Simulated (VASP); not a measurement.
# TiB2 (P6/mmm) in VASP: notebook

Runs on TiB2. Level: PBE. Tasks: single point.

Everything below comes from runs of VASP 6.6.1. Logs are shortened: lines on timing, memory, paths and dates and some standing lists are left out, and cuts for length are marked.

### 1 The cell of the first run

Symmetry: P6/mmm, No. 191, hexagonal system. Conventional cell: a = 3.032 Å, b = 3.032 Å, c = 3.224 Å, α = 90.00°, β = 90.00°, γ = 120.00°. Ti (site symmetry 6/mmm) has 12 B at 2.38 Å and 6 Ti at 3.03 Å within 3.1 Å. B (site symmetry -6m2) has 3 B at 1.75 Å within 2.3 Å.

### 2 Single point, PBE

INCAR

```
SYSTEM = TiB2
PREC = Accurate
ENCUT = 520
EDIFF = 1E-6
ISMEAR = 0
SIGMA = 0.1
LREAL = .FALSE.
LASPH = .TRUE.
NELM = 60
ALGO = Normal
ISIF = 2
LWAVE = .FALSE.
LCHARG = .FALSE.
GGA = PE
NBANDS = 16
```

KPOINTS

```
regular mesh
0
G
  18 18 14
  0 0 0
```

POSCAR

```
TiB2
1.0
    3.0318910852      0.0000000000      0.0000000000
   -1.5159455426      2.6256947013      0.0000000000
    0.0000000000      0.0000000000      3.2244185029
Ti B
1 2
Direct
    0.0000000000      0.0000000000      0.0000000000
    0.3333333333      0.6666666667      0.5000000000
    0.6666666667      0.3333333333      0.5000000000
```

Potentials or basis: VASP PAW PBE potentials, release 64 (Ti_sv, B).

The run is started by

```bash
$ cat potpaw_PBE.64/Ti_sv/POTCAR potpaw_PBE.64/B/POTCAR > POTCAR
$ mpirun -np 1 vasp_std > vasp.out
```

OUTCAR:

```text
SYSTEM = TiB2
   PREC = Accurate
   ENCUT = 520
   EDIFF = 1E-6
   ISMEAR = 0
   LREAL = .FALSE.
   LASPH = .TRUE.
   NELM = 60
   ISIF = 2
   GGA = PE

 ion  position               nearest neighbor table
   1  0.000  0.000  0.000-   2 2.38   3 2.38   2 2.38   3 2.38   3 2.38   3 2.38   2 2.38   2 2.38
                             3 2.38   3 2.38   2 2.38   2 2.38
   2  0.333  0.667  0.500-   3 1.75   3 1.75   3 1.75   1 2.38   1 2.38   1 2.38   1 2.38   1 2.38
                             1 2.38
   3  0.667  0.333  0.500-   2 1.75   2 1.75   2 1.75   1 2.38   1 2.38   1 2.38   1 2.38   1 2.38
                             1 2.38

  LATTYP: Found a hexagonal cell.
 ALAT       =     3.0318910852
 C/A-ratio  =     1.0635007697

  Lattice vectors:

 A1 = (   3.0318910852,   0.0000000000,   0.0000000000)
 A2 = (  -1.5159455426,   2.6256947013,   0.0000000000)
 A3 = (   0.0000000000,   0.0000000000,   3.2244185029)

Analysis of symmetry for initial positions (statically):
=====================================================================
 Subroutine PRICEL returns:
 Original cell was already a primitive cell.

 Routine SETGRP: Setting up the symmetry group for a
 hexagonal supercell.

 Subroutine GETGRP returns: Found 24 space group operations
 (whereof 24 operations were pure point group operations)
 out of a pool of 24 trial point group operations.

The static configuration has the point symmetry D_6h.

Analysis of symmetry for dynamics (positions and initial velocities):
=====================================================================
 Subroutine PRICEL returns:
 Original cell was already a primitive cell.

 Routine SETGRP: Setting up the symmetry group for a
 hexagonal supercell.

 Subroutine GETGRP returns: Found 24 space group operations
 (whereof 24 operations were pure point group operations)
 out of a pool of 24 trial point group operations.

The dynamic configuration has the point symmetry D_6h.

 Subroutine INISYM returns: Found 24 space group operations
 (whereof 24 operations are pure point group operations),
 and found     1 'primitive' translations

----------------------------------------------------------------------------------------

                                     Primitive cell

  volume of cell :      25.6690

  direct lattice vectors                    reciprocal lattice vectors
     3.031891085  0.000000000  0.000000000     0.329827151  0.190425795  0.000000000
    -1.515945543  2.625694701  0.000000000     0.000000000  0.380851589  0.000000000
     0.000000000  0.000000000  3.224418503     0.000000000  0.000000000  0.310133439

  length of vectors
     3.031891085  3.031891085  3.224418503     0.380851589  0.380851589  0.310133439

  position of ions in fractional coordinates (direct lattice)
     0.000000000  0.000000000  0.000000000
     0.333333333  0.666666667  0.500000000
     0.666666667  0.333333333  0.500000000

  ion indices of the primitive-cell ions
   primitive index   ion index
                 1           1
                 2           2
                 3           3

----------------------------------------------------------------------------------------

 KPOINTS: regular mesh

Automatic generation of k-mesh.
 Grid dimensions read from file:
 generate k-points for:   18   18   14

 Generating k-lattice:

  Cartesian coordinates                     Fractional coordinates (reciprocal lattice)
     0.018323731  0.010579211  0.000000000     0.055555556  0.000000000  0.000000000
     0.000000000  0.021158422  0.000000000     0.000000000  0.055555556  0.000000000
     0.000000000  0.000000000  0.022152389     0.000000000  0.000000000  0.071428571

  Length of vectors
     0.021158422  0.021158422  0.022152389

  Shift w.r.t. Gamma in fractional coordinates (k-lattice)
     0.000000000  0.000000000  0.000000000

 Subroutine IBZKPT returns following result:
 ===========================================

 Found    296 irreducible k-points:

 Following reciprocal coordinates:
            Coordinates               Weight
  0.000000  0.000000  0.000000      1.000000
  0.055556 -0.000000  0.000000      6.000000
  0.111111 -0.000000  0.000000      6.000000
  0.166667  0.000000  0.000000      6.000000
  0.222222 -0.000000  0.000000      6.000000
  0.277778  0.000000  0.000000      6.000000
[... 16 lines left out ...]
  0.333333  0.111111  0.000000     12.000000
  0.388889  0.111111  0.000000     12.000000
 [... further k-points ...]
   k-points           NKPTS =    296   k-points in BZ     NKDIM =    296   number of bands    NBANDS=     16
   number of dos      NEDOS =    301   number of ions     NIONS =      3
   total plane-waves  NPLWV =  13824
   dimension x,y,z NGX =    24 NGY =   24 NGZ =   24
   dimension x,y,z NGXF=    48 NGYF=   48 NGZF=   48
   ions per type =               1   2
   NGX,Y,Z   is equivalent  to a cutoff of  13.16, 13.16, 12.37 a.u.
   NGXF,Y,Z  is equivalent  to a cutoff of  26.32, 26.32, 24.75 a.u.
 SYSTEM =  TiB2
   PREC   = accura    normal or accurate (medium, high low for compatibility)
   ISTART =      0    job   : 0-new  1-cont  2-samecut
   ICHARG =      2    charge: 1-file 2-atom 10-const
   ISPIN  =      1    spin polarized calculation?
   LNONCOLLINEAR =      F non collinear calculations
   LSORBIT =      F    spin-orbit coupling
   LASPH  =      T    aspherical Exc in radial PAW
   ENCUT  =  520.0 eV  38.22 Ry    6.18 a.u.   5.64  5.64  6.00*2*pi/ulx,y,z
   NELM   =     60;   NELMIN=  2; NELMDL= -5     # of ELM steps
   EDIFF  = 0.1E-05   stopping-criterion for ELM
   LREAL  =      F    real-space projection
   EDIFFG = 0.1E-04   stopping-criterion for IOM
   NSW    =      0    number of steps for IOM
   IBRION =     -1    ionic relax: 0-MD 1-quasi-New 2-CG
   NFREE  =      0    steps in history (QN), initial steepest desc. (CG)
   ISIF   =      2    stress and relaxation
   ISYM   =      2    0-nonsym 1-usesym 2-fastsym
   POTIM  = 0.5000    time-step for ionic-motion
   TEBEG  =    0.0;   TEEND  =   0.0 temperature during run
   PSTRESS=    0.0 pullay stress
   NELECT =      18.0000    total number of electrons
   NUPDOWN=      -1.0000    fix difference up-down
   EMIN   =  10.00;   EMAX   =-10.00  energy-range for DOS
   EFERMI =   0.00;   METHOD = LEGACY
   ISMEAR =     0;   SIGMA  =   0.10  broadening in eV -4-tet -1-fermi 0-gaus
   EFERMI_NEDOS =   21; number of points for ismear=-14 and -15
   IALGO  =     38    algorithm
   IMIX   =      4    mixing-type and parameters
     AMIX     =   0.40;   BMIX     =  1.00
     AMIX_MAG =   1.60;   BMIX_MAG =  1.00
  volume/ion in A,a.u.               =       8.56        57.74
  Fermi-wavevector in a.u.,A,eV,Ry     =   1.454440  2.748494 28.781721  2.115397
  Thomas-Fermi vector in A             =   2.571591
   LORBIT       =      0    0 simple, 1 ext, 2 COOP (PROOUT), +10 PAW based schemes
   GGA     = PE    functional components
   LHFCALC =     F    Hartree Fock is set to
   AEXX    =    0.0000 exact exchange contribution
   IVDW    =     0    specifies the selected vdW correction
   LEPSILON=     F    determine dielectric tensor
   LRPA    =     F    only Hartree local field effects (RPA)
 non-spin polarized calculation
 Gauss-broadening in eV      SIGMA  =   0.10
  energy-cutoff  :      520.00
  volume of cell :       25.67
 maximum number of plane-waves:       719
 NGX is ok and might be reduce to    24
   NGX = 11   NGY = 11   NGZ = 11

 number of electron      18.0000001 magnetization

 Free energy of the ion-electron system (eV)
  ---------------------------------------------------
  ext. energy  EPLUGINS =         0.00000000
  ---------------------------------------------------
  free energy    TOTEN  =       -24.43068319 eV

  energy without entropy =      -24.42894745  energy(sigma->0) =      -24.42981532

 E-fermi :  10.0401     XC(G=0): -12.7665

 val. band max:       10.0273321750   @ k =   0.0556   0.0556   0.5000
 cond. band min:      10.0505879498   @ k =   0.0556   0.0556   0.2857
 fundamental gap:      0.0232557747
 Fermi energy:        10.0400902795

 k-point     1 :       0.0000    0.0000    0.0000
  band No.  band energies     occupation
      1     -46.9611      2.00000
      2     -23.3125      2.00000
      3     -22.9994      2.00000
      4     -22.9994      2.00000
      5      -3.5093      2.00000
      6       7.3796      2.00000
[... 8 lines left out ...]
     15      15.7410      0.00000
     16      16.8748      0.00000

 k-point     2 :       0.0556   -0.0000    0.0000
  band No.  band energies     occupation
      1     -46.9595      2.00000
      2     -23.3104      2.00000
      3     -23.0118      2.00000
      4     -23.0022      2.00000
      5      -3.4498      2.00000
      6       7.2049      2.00000
[... 8 lines left out ...]
     15      16.1345      0.00000
     16      17.0613      0.00000

 k-point     3 :       0.1111   -0.0000    0.0000
  band No.  band energies     occupation
      1     -46.9548      2.00000
      2     -23.3044      2.00000
      3     -23.0475      2.00000
      4     -23.0103      2.00000
      5      -3.2728      2.00000
      6       6.7172      2.00000
[... 8 lines left out ...]
     15      17.0314      0.00000
     16      17.6358      0.00000

 k-point     4 :       0.1667    0.0000    0.0000
  band No.  band energies     occupation
      1     -46.9477      2.00000
      2     -23.2954      2.00000
      3     -23.1019      2.00000
      4     -23.0227      2.00000
      5      -2.9829      2.00000
      6       6.0086      2.00000
[... 8 lines left out ...]
     15      18.1716      0.00000
     16      18.2157      0.00000

 k-point     5 :       0.2222   -0.0000    0.0000
  band No.  band energies     occupation
      1     -46.9389      2.00000
      2     -23.2842      2.00000
      3     -23.1679      2.00000
      4     -23.0378      2.00000
      5      -2.5866      2.00000
      6       5.1706      2.00000
[... 8 lines left out ...]
     15      17.5963      0.00000
     16      19.2051      0.00000

 k-point     6 :       0.2778    0.0000    0.0000
  band No.  band energies     occupation
      1     -46.9296      2.00000
      2     -23.2723      2.00000
      3     -23.2375      2.00000
      4     -23.0539      2.00000
      5      -2.0921      2.00000
      6       4.2687      2.00000
[... 8 lines left out ...]
     15      17.2404      0.00000
     16      19.1363      0.00000

 k-point     7 :       0.3333   -0.0000    0.0000
  band No.  band energies     occupation
      1     -46.9207      2.00000
      2     -23.3022      2.00000
      3     -23.2611      2.00000
      4     -23.0690      2.00000
      5      -1.5084      2.00000
      6       3.3457      2.00000
[... 8 lines left out ...]
     15      17.3480      0.00000
     16      18.9165      0.00000

 k-point     8 :       0.3889    0.0000    0.0000
  band No.  band energies     occupation
      1     -46.9136      2.00000
      2     -23.3546      2.00000
      3     -23.2520      2.00000
      4     -23.0812      2.00000
      5      -0.8447      2.00000
      6       2.4298      2.00000
[... 8 lines left out ...]
     15      17.4125      0.00000
     16      18.5994      0.00000

 k-point     9 :       0.4444   -0.0000    0.0000
  band No.  band energies     occupation
      1     -46.9088      2.00000
      2     -23.3885      2.00000
      3     -23.2460      2.00000
      4     -23.0892      2.00000
      5      -0.1105      2.00000
      6       1.5410      2.00000
[... 8 lines left out ...]
     15      17.4449      0.00000
     16      18.2981      0.00000
[... 172 lines left out ...]
 k-point    19 :       0.1111    0.1111    0.0000
  band No.  band energies     occupation
      1     -46.9437      2.00000
      2     -23.2903      2.00000
      3     -23.1274      2.00000
      4     -23.0338      2.00000
      5      -2.8114      2.00000
      6       5.7711      2.00000
[... 8 lines left out ...]
     15      17.8581      0.00000
     16      17.9051      0.00000

 k-point    20 :       0.1667    0.1111    0.0000
  band No.  band energies     occupation
      1     -46.9355      2.00000
      2     -23.2798      2.00000
      3     -23.1846      2.00000
      4     -23.0528      2.00000
      5      -2.4190      2.00000
      6       5.0787      2.00000
[... 8 lines left out ...]
     15      17.7083      0.00000
     16      18.6279      0.00000

 k-point    21 :       0.2222    0.1111    0.0000
  band No.  band energies     occupation
      1     -46.9267      2.00000
      2     -23.2686      2.00000
      3     -23.2446      2.00000
      4     -23.0733      2.00000
      5      -1.9287      2.00000
      6       4.2787      2.00000
[... 8 lines left out ...]
     15      17.8201      0.00000
     16      19.1655      0.00000

 k-point    22 :       0.2778    0.1111    0.0000
  band No.  band energies     occupation
      1     -46.9184      2.00000
      2     -23.3003      2.00000
      3     -23.2581      2.00000
      4     -23.0926      2.00000
      5      -1.3491      2.00000
      6       3.4179      2.00000
[... 8 lines left out ...]
     15      17.8709      0.00000
     16      19.1269      0.00000

 k-point    23 :       0.3333    0.1111    0.0000
  band No.  band energies     occupation
      1     -46.9116      2.00000
      2     -23.3454      2.00000
      3     -23.2495      2.00000
      4     -23.1083      2.00000
      5      -0.6895      2.00000
      6       2.5377      2.00000
[... 8 lines left out ...]
     15      17.8967      0.00000
     16      18.9816      0.00000

 k-point    24 :       0.3889    0.1111    0.0000
  band No.  band energies     occupation
      1     -46.9072      2.00000
      2     -23.3747      2.00000
      3     -23.2439      2.00000
      4     -23.1186      2.00000
      5       0.0404      2.00000
      6       1.6684      2.00000
[... 8 lines left out ...]
     15      17.9175      0.00000
     16      18.8322      0.00000

 [... further k-points ...]
[... 5 lines left out ...]
  --------------------------------------------------------------------------------------
  -------------------------------------------------------------------------------------
  Total        0.0326252      0.0326252      0.0371084      0.0000000     -0.0000000     -0.0000000
  in kB        2.0363578      2.0363578      2.3161858      0.0000000     -0.0000000     -0.0000000
  external PRESSURE =       2.1296338 kB  Pullay stress =       0.0000000 kB

 VOLUME and BASIS-vectors are now :
 -----------------------------------------------------------------------------
  energy-cutoff  :      520.00
  volume of cell :       25.67
      direct lattice vectors                 reciprocal lattice vectors
     3.031891085  0.000000000  0.000000000     0.329827151  0.190425795  0.000000000
    -1.515945543  2.625694701  0.000000000     0.000000000  0.380851589  0.000000000
     0.000000000  0.000000000  3.224418503     0.000000000  0.000000000  0.310133439

 POSITION                                       TOTAL-FORCE (eV/Angst)
 -----------------------------------------------------------------------------------
      0.00000      0.00000      0.00000        -0.000000      0.000000      0.000000
     -0.00000      1.75046      1.61221         0.000000     -0.000000      0.000000
      1.51595      0.87523      1.61221        -0.000000      0.000000      0.000000
 -----------------------------------------------------------------------------------
    total drift:                               -0.000000      0.000000      0.000000

  FREE ENERGIE OF THE ION-ELECTRON SYSTEM (eV)
  ---------------------------------------------------
  free  energy   TOTEN  =       -24.4306831859 eV

  energy  without entropy=      -24.4289474537  energy(sigma->0) =      -24.42981532
```

It took 2.4 min on 1 thread of Intel Xeon Platinum 8259CL at 2.50GHz (Skylake/Cascade Lake), shared host; peak memory 0.23 GiB.

Results:

```
Free energy            : -24.4307 eV
Pressure               : 0.2 GPa
Band gap on the k mesh : zero (band 9 reaches 10.40 eV, above the bottom of band 10 at 9.80 eV)
```

Levels at points of the mesh, in eV from the Fermi level:
```csv
k point,band 6,band 7,band 8,band 9,band 10,band 11,band 12,band 13
"(0.00, 0.00, 0.00)",-2.66,-2.66,-2.35,-2.15,1.84,1.84,3.62,3.62
"(0.50, 0.00, 0.00)",-9.29,-3.32,-3.25,-2.31,1.29,2.69,3.16,3.33
"(0.00, 0.00, 0.50)",-7.65,-0.61,-0.61,-0.24,-0.24,0.39,0.39,1.61
"(0.50, 0.00, 0.50)",-7.59,-4.69,-3.86,-3.19,2.44,2.87,4.42,4.53
```

(Continued in part 2 of 2.)
